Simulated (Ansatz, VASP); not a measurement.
One calculation of InP, two programs

```
In P
1.0
     0.00000    2.85500    2.85500
     2.85500    0.00000    2.85500
     2.85500    2.85500    0.00000
In P
1 1
Direct
  0.00000 0.00000 0.00000
  0.44527 0.44527 0.55473
```

Change from the starting cell: all P atoms moved +0.312 Å, as atom 2 towards its neighbour atom 1 (In) at 2.855 Å.

Alike in both runs: task single point; functional PBEsol; k mesh 14 × 14 × 14; occupations gaussian, width 0.15 eV; no spin polarisation.

```csv
,VASP,Ansatz
version,VASP 6.6.1,Ansatz 0.2.0
potentials or method,"VASP PAW PBE potentials, release 64 (In_d, P), cutoff 520 eV","scalar-relativistic, plane waves, PAW"
valence electrons in the cell,18,18
```

```csv
,VASP,Ansatz,Ansatz less VASP
gap on the k mesh at the Fermi level (eV),none,none,-
pressure (GPa),-6.1,-6.1,-0.01
"traceless stress, the component that is largest in VASP (GPa)",5.51,5.54,+0.032
rms of the force components (eV/Å),0.345,0.346,+0.0002
```

VASP's potentials were made for PBE, not for PBEsol. Atom by atom the forces differ by 0.000 eV/Å (rms over components). A gap of «none» marks a metal or a gap that the smearing closes.
